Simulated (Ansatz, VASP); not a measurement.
SiC: VASP beside Ansatz

```
CELL_PARAMETERS angstrom
0.00000 2.14606 2.28840
2.13511 0.00000 2.28840
2.13511 2.14606 0.00000
ATOMIC_POSITIONS crystal
Si 0.00000 0.00000 0.00000
C 0.75000 0.75000 0.75000
```

Change from the starting cell: strain +e along x and -e along y -0.0350, strain +e along z and -e/2 along x and y -0.0200.

Alike in both runs: task single point; functional PBE; k mesh 10 × 10 × 10; occupations gaussian, width 0.05 eV; no spin polarisation.

|  | VASP | Ansatz |
| --- | --- | --- |
| version | VASP 6.6.1 | Ansatz 0.2.0 |
| potentials or method | VASP PAW PBE potentials, release 64 (Si, C), cutoff 600 eV | scalar-relativistic, plane waves, PAW |
| valence electrons in the cell | 8 | 8 |

VASP gave:

- gap on the k mesh at the Fermi level (eV): 0.98
- least direct gap on the mesh (eV): 4.46
- pressure (GPa): -0.1
- traceless stress, the component that is largest in VASP (GPa): -13.05

Problem. Estimate Ansatz's values.

Solution. gap on the k mesh at the Fermi level (eV): 0.98; least direct gap on the mesh (eV): 4.47; pressure (GPa): 0.0; traceless stress, the component that is largest in VASP (GPa): -13.02.
